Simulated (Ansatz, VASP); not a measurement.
SnSe2: VASP beside Ansatz

INCAR

```
PREC = Accurate
ENCUT = 520
EDIFF = 1E-7
ISMEAR = 0
SIGMA = 0.05
LREAL = F
LASPH = T
NELM = 60
ALGO = Normal
ISIF = 2
LWAVE = F
LCHARG = T
GGA = PS
IVDW = 12
LELF = T
LVHAR = T
NBANDS = 20
```

File KPOINTS:

```
Automatic mesh
0
Gamma
  12 12 6
```

POSCAR

```
SnSe2
1.0
    4.1158786841      0.0000000000      0.0000000000
   -2.0579393420      3.5644554993      0.0000000000
    0.0000000000      0.0000000000      6.3824800000
Sn Se
1 2
Direct
    0.0000000000      0.0000000000      0.0000000000
    0.3333333333      0.6666666667      0.2500000000
    0.6666666667      0.3333333333      0.7500000000
```

Input for Ansatz:

```yaml
crystal:
  lattice:
    - [4.1158786841, 0.0, 0.0]
    - [-2.057939342, 3.5644554993, 0.0]
    - [0.0, 0.0, 6.38248]
  atoms:
    - { symbol: Sn, position: [0.0, 0.0, 0.0] }
    - { symbol: Se, position: [0.3333333333, 0.6666666667, 0.25] }
    - { symbol: Se, position: [0.6666666667, 0.3333333333, 0.75] }
basis:
  ecutwfc: 420
kpoints:
  mp_grid: { grid: [12, 12, 6] }
hamiltonian:
  xc: pbesol
  dispersion: d3bj
scf:
  occupations: { method: gaussian, width: 0.05 }
output:
  forces: true
  stress: true
  eigenvalues: true
```

Change from the starting cell: strain +0.080 along x and y, +0.040 along z, atoms carried along.

Alike in both runs: task single point; functional PBEsol; dispersion D3(BJ); k mesh 12 × 12 × 6; occupations gaussian, width 0.05 eV; no spin polarisation.

|  | VASP | Ansatz |
| --- | --- | --- |
| version | VASP 6.6.1 | Ansatz 0.2.0 |
| potentials or method | VASP PAW PBE potentials, release 64 (Sn_d, Se), cutoff 520 eV | scalar-relativistic, plane waves, PAW |
| valence electrons in the cell | 26 | 46 |

```tsv
	VASP	Ansatz	Ansatz less VASP
gap on the k mesh at the Fermi level (eV)	none	none	-
pressure (GPa)	-8.5	-8.5	-0.04
traceless stress, the component that is largest in VASP (GPa)	2.15	2.16	+0.003
rms of the force components (eV/Å)	0.305	0.310	+0.0049
```

VASP's potentials were made for PBE, not for PBEsol. Atom by atom the forces differ by 0.005 eV/Å (rms over components). A gap of «none» marks a metal or a gap that the smearing closes. VASP's potentials hold 26 valence electrons a cell and Ansatz's 46, so a difference there can come from the potentials and not from the codes.
